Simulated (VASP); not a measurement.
Here is a VASP 6.6.1 calculation.

INCAR

```
SYSTEM = CdS
PREC = Accurate ; ENCUT = 520
EDIFF = 1E-6 ; ISMEAR = 0
SIGMA = 0.01 ; LREAL = .False.
LASPH = .True. ; NELM = 80
ALGO = Normal ; ISIF = 2
LWAVE = .False. ; LCHARG = .False.
GGA = PE ; NBANDS = 26
```

The input KPOINTS:

```
Automatic mesh
0
Gamma
  6 6 4
  0 0 0
```

POSCAR

```
CdS
1.0
    4.1646012827      0.0000000000      0.0000000000
   -2.0823006414      3.6066505075      0.0000000000
    0.0000000000      0.0000000000      6.7660104900
Cd S
2 2
Direct
    0.3333333333      0.6666666667     -0.0009631164
    0.6666666667      0.3333333333      0.4990368836
    0.3333333333      0.6666666667      0.3759631164
    0.6666666667      0.3333333333      0.8759631164
```

Potentials or basis: VASP PAW PBE potentials, release 64 (Cd, S).

Command:

```bash
$ cat potpaw_PBE.64/Cd/POTCAR potpaw_PBE.64/S/POTCAR > POTCAR
$ mpirun -np 1 vasp_std > vasp.out
```

(1) What does it give for the pressure?

(2) Predict the band gap on the k mesh.

Results:

(1) 1.7 GPa.

(2) 1.17 eV, direct.
